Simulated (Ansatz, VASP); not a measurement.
One calculation of Sb, two programs

```xyz
1
Lattice="0.0000 2.2607 2.2607 2.2607 0.0000 2.2607 2.2607 2.2607 0.0000" Properties=species:S:1:pos:R:3 pbc="T T T"
Sb    0.0000    0.0000    0.0000
```

Change from the starting cell: volume scaled by 0.84, LAPW.

Alike in both runs: task single point; functional PBE; k mesh 15 × 15 × 15; occupations fermi-dirac, width 0.08 eV; no spin polarisation.

|  | VASP | Ansatz |
| --- | --- | --- |
| version | VASP 6.6.1 | Ansatz 0.2.0 |
| potentials or method | VASP PAW PBE potentials, release 64 (Sb), cutoff 520 eV | all-electron LAPW, scalar-relativistic |

```csv
,VASP,Ansatz,Ansatz less VASP
pressure (GPa),15.0,15.1,+0.10
```

Ansatz ran all-electron here, and VASP with PAW potentials.

Spin-orbit coupling is off throughout.
